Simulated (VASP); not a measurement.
# Si5F (P6/mmm) in VASP: further runs, part 2 of 2

VASP 6.6.1. The steps go on from the part before.

## Step 4: Relaxation of cell and atoms, PBE

File INCAR:

```
SYSTEM = Si5F
PREC = Accurate ; ENCUT = 600
EDIFF = 1E-6 ; ISMEAR = 0
SIGMA = 0.1 ; LREAL = .False.
LASPH = .True. ; NELM = 100
ALGO = Normal ; ISIF = 3
LWAVE = .False. ; LCHARG = .False.
GGA = PE ; IBRION = 2
NSW = 100 ; EDIFFG = -0.01
```

File KPOINTS:

```
Automatic mesh
0
Gamma
  12 12 10
  0 0 0
```

File POSCAR:

```
Si5F
1.0
    5.0597228700      0.0000000000      0.0000000000
   -2.5298614300      4.3818485400      0.0000000000
    0.0000000000      0.0000000000      4.0995600000
Si F
5 1
Direct
    0.0000000000      0.5000000000      0.5000000000
    0.3333333300      0.6666666700      0.0000000000
    0.6666666700      0.3333333300      0.0000000000
    0.5000000000      0.0000000000      0.5000000000
    0.5000000000      0.5000000000      0.5000000000
    0.0000000000      0.0000000000      0.0000000000
```

Potentials or basis: VASP PAW PBE potentials, release 64 (Si, F).

Run with:

```console
> cat potpaw_PBE.64/Si/POTCAR potpaw_PBE.64/F/POTCAR > POTCAR
> mpirun -np 1 vasp_std > vasp.out
```

OUTCAR:

```text
SYSTEM = Si5F
   PREC = Accurate
   ENCUT = 600
   EDIFF = 1E-6
   ISMEAR = 0
   LREAL = .False.
   LASPH = .True.
   NELM = 100
   ISIF = 3
   GGA = PE
   IBRION = 2
   NSW = 100
   EDIFFG = -0.01

 ion  position               nearest neighbor table
   1  0.000  0.500  0.500-   2 2.52   3 2.52   2 2.52   3 2.52   5 2.53   5 2.53   4 2.53   4 2.53

   2  0.333  0.667  0.000-   4 2.52   4 2.52   1 2.52   1 2.52   5 2.52   5 2.52   3 2.92   3 2.92
                             3 2.92
   3  0.667  0.333  0.000-   4 2.52   4 2.52   1 2.52   1 2.52   5 2.52   5 2.52   2 2.92   2 2.92
                             2 2.92
   4  0.500  0.000  0.500-   2 2.52   3 2.52   2 2.52   3 2.52   5 2.53   5 2.53   1 2.53   1 2.53

[... 402 lines left out ...]
  ---------------------------------------------------
  ext. energy  EPLUGINS =         0.00000000
  ---------------------------------------------------
  free energy    TOTEN  =       -28.22210130 eV

  energy without entropy =      -28.21362253  energy(sigma->0) =      -28.21786192

 E-fermi :   7.0419     XC(G=0): -10.3872

 val. band max:        7.0391280207   @ k =   0.1667  -0.0000   0.1000
 cond. band min:       7.0499345868   @ k =   0.5000   0.0000   0.3000
 fundamental gap:      0.0108065662
 Fermi energy:         7.0418854406

 k-point     1 :       0.0000    0.0000    0.0000
  band No.  band energies     occupation
      1     -14.4391      2.00000
      2      -6.1825      2.00000
      3      -0.7902      2.00000
      4       0.7937      2.00000
      5       0.9346      2.00000
      6       1.4485      2.00000
[... 457 lines left out ...]
      4       0.1659      2.00000
      5       0.5177      2.00000
      6       2.2065      2.00000
[... 9 lines left out ...]
     16       8.8285      0.00000
     17       9.0741      0.00000

 [... further k-points ...]
[... 5 lines left out ...]
  --------------------------------------------------------------------------------------
  -------------------------------------------------------------------------------------
  Total        0.0434430      0.0434430      0.0513217      0.0000000      0.0000000      0.0000000
  in kB        0.7540121      0.7540121      0.8907571      0.0000000      0.0000000      0.0000000
  external PRESSURE =       0.7995937 kB  Pullay stress =       0.0000000 kB
[... 21 lines left out ...]
  FREE ENERGIE OF THE ION-ELECTRON SYSTEM (eV)
  ---------------------------------------------------
  free  energy   TOTEN  =       -28.2221013008 eV

  energy  without entropy=      -28.2136225344  energy(sigma->0) =      -28.21786192

 reached required accuracy - stopping structural energy minimisation
```

OSZICAR:

```text
N       E                     dE             d eps       ncg     rms          rms(c)
DAV:   1     0.919489499962E+02    0.91949E+02   -0.12290E+04  3876   0.150E+03
DAV:   2    -0.232308247684E+02   -0.11518E+03   -0.11304E+03  5109   0.218E+02
DAV:   3    -0.292205385638E+02   -0.59897E+01   -0.58551E+01  4959   0.489E+01
[... 171 lines left out ...]
DAV:   2    -0.282222229676E+02    0.29179E-03   -0.13441E-03  4701   0.284E-01    0.689E-02
DAV:   3    -0.282221270032E+02    0.95964E-04   -0.25424E-04  4926   0.127E-01    0.356E-02
DAV:   4    -0.282221023107E+02    0.24693E-04   -0.74000E-05  4228   0.577E-02    0.667E-03
DAV:   5    -0.282221014875E+02    0.82319E-06   -0.10610E-05  4340   0.231E-02    0.403E-03
DAV:   6    -0.282221013008E+02    0.18672E-06   -0.18771E-06  2778   0.117E-02
  18 F= -.28222101E+02 E0= -.28217862E+02  d E =-.790905E-03
```

It took 33 min on 1 thread of Intel Xeon Platinum 8259CL at 2.50GHz (Skylake/Cascade Lake), shared host; peak memory 0.35 GiB.

What came out:

* Free energy: -28.2221 eV
* Relaxed volume: 15.39 Å³/atom
* Relaxed cell: a = 4.851 Å, b = 4.851 Å, c = 4.529 Å, α = 90.00°, β = 90.00°, γ = 120.00°
* Space group after relaxing (to 0.1 Å): P6/mmm (No. 191)
* Energy gained by relaxing: 26.0 meV/atom
* Ionic steps: 18
* Pressure after relaxing: 0.1 GPa
* Band gap on the k mesh: zero (an odd number of electrons rules out a gap without spin polarisation)

Step by step:
```
step  energy change (eV)  largest force (eV/Å)  pressure (GPa)  volume (Å³)
   1              0.0000                0.0000            2.00        90.89
   2             -0.0543                0.0000           -0.66        93.37
   3             -0.0552                0.0000           -0.98        93.70
   4             -0.0550                0.0000           -1.57        94.37
   5             -0.0826                0.0000           -0.48        92.91
   6             -0.1004                0.0000            3.89        88.48
   7             -0.1142                0.0000            1.65        90.45
   8             -0.1149                0.0000            2.08        90.01
   9             -0.1226                0.0000            2.23        89.92
  10             -0.1326                0.0000            2.57        89.73
  11             -0.0968                0.0000            3.44        89.29
  12             -0.1334                0.0000            2.66        89.68
  13             -0.1480                0.0000            1.60        90.74
  14             -0.1541                0.0000           -0.30        92.77
  15             -0.1552                0.0000            0.19        92.21
  16             -0.1552                0.0000            0.24        92.16
  17             -0.1557                0.0000            0.16        92.22
  18             -0.1560                0.0000            0.08        92.31
```

Final structure:
```cif
data_structure
_symmetry_space_group_name_H-M 'P 1'
_symmetry_Int_Tables_number 1
_cell_length_a 4.8513
_cell_length_b 4.8513
_cell_length_c 4.5290
_cell_angle_alpha 90.000
_cell_angle_beta 90.000
_cell_angle_gamma 120.000
_cell_volume 92.31
loop_
_atom_site_label
_atom_site_type_symbol
_atom_site_fract_x
_atom_site_fract_y
_atom_site_fract_z
_atom_site_occupancy
Si1 Si 0.00000 0.50000 0.50000 1
Si2 Si 0.33333 0.66667 0.00000 1
Si3 Si 0.66667 0.33333 0.00000 1
Si4 Si 0.50000 0.00000 0.50000 1
Si5 Si 0.50000 0.50000 0.50000 1
F1 F 0.00000 0.00000 0.00000 1
```

Levels at points of the mesh, in eV from the Fermi level:
```tsv
k point	band 12	band 13	band 14	band 15	band 16	band 17
(0.00, 0.00, 0.00)	-1.63	-0.77	-0.64	1.08	1.08	1.15
(0.50, 0.00, 0.00)	-2.36	0.16	0.54	0.62	0.84	1.83
(0.00, 0.00, 0.50)	-2.93	-2.32	-2.32	1.66	2.85	2.85
(0.50, 0.00, 0.50)	-0.76	1.31	1.51	2.91	3.34	3.43
```

Caveat: an odd number of electrons without spin polarisation forces a metal; a magnetic or distorted state may lie lower.

## Step 5: Summary

```csv
task,cell,k mesh,cutoff (eV),gap on the mesh (eV),pressure (GPa)
single point,"a = 5.060, b = 5.060, c = 4.100 Å, angles 90.0, 90.0, 120.0°, 6 atoms",6 × 6 × 4,520,none,2.7
single point,"a = 4.854, b = 4.854, c = 4.534 Å, angles 90.0, 90.0, 120.0°, 6 atoms",12 × 12 × 10,520,none,-0.1
relaxation of cell and atoms,"relaxed from a = 5.060, b = 5.060, c = 4.100 Å, angles 90.0, 90.0, 120.0°, 6 atoms",12 × 12 × 10,600,none,0.1
```

Alike in all rows: level PBE; potentials or basis VASP PAW PBE potentials, release 64 (Si, F); no spin polarisation; smearing gaussian 0.1 eV.

Caveats: some runs use coarse meshes; an odd number of electrons without spin polarisation forces a metal; a magnetic or distorted state may lie lower.

Absolute energies hang on the potentials; compare differences alone.

The gap in the log of VASP goes by the Fermi energy; the results here count the filled bands.